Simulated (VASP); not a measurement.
The system is Ti.

```xyz
1
Lattice="2.6120 0.0000 0.0000 0.0000 2.6120 0.0000 0.0000 0.0000 2.6120" Properties=species:S:1:pos:R:3 pbc="T T T"
Ti    0.0000    0.0000    0.0000
```

```yaml
Program: VASP 6.6.1
Task: relaxation of cell and atoms
Functional: PBEsol
Potentials_or_basis: VASP PAW PBE potentials, release 64 (Ti_sv)
Cutoff: 600 eV
k_mesh: 22 × 22 × 22
Occupations: gaussian, width 0.1 eV
Spin: no spin polarisation
```

At the start: pressure -1.8 GPa; volume 17.82 Å³/atom.

Question: Where does the relaxation end?

Answer: Over 3 steps the energy falls by 2.3 meV/atom and the volume is 17.43 Å³/atom (-2.2 %); space group Pm-3m (No. 221, to 0.05 Å).

The path:
| step | energy change (eV) | largest force (eV/Å) | pressure (GPa) | volume (Å³) |
| --- | --- | --- | --- | --- |
| 1 | 0.0000 | 0.0000 | -1.80 | 17.82 |
| 2 | -0.0021 | 0.0000 | 0.57 | 17.31 |
| 3 | -0.0023 | 0.0000 | 0.02 | 17.43 |

Final structure:
```
Ti
1.0
     2.59256    0.00000    0.00000
     0.00000    2.59256    0.00000
     0.00000    0.00000    2.59256
Ti
1
Cartesian
  0.0000 0.0000 0.0000
```

Caveat: the PAW data sets were made with another functional, which shifts forces and pressure a little.
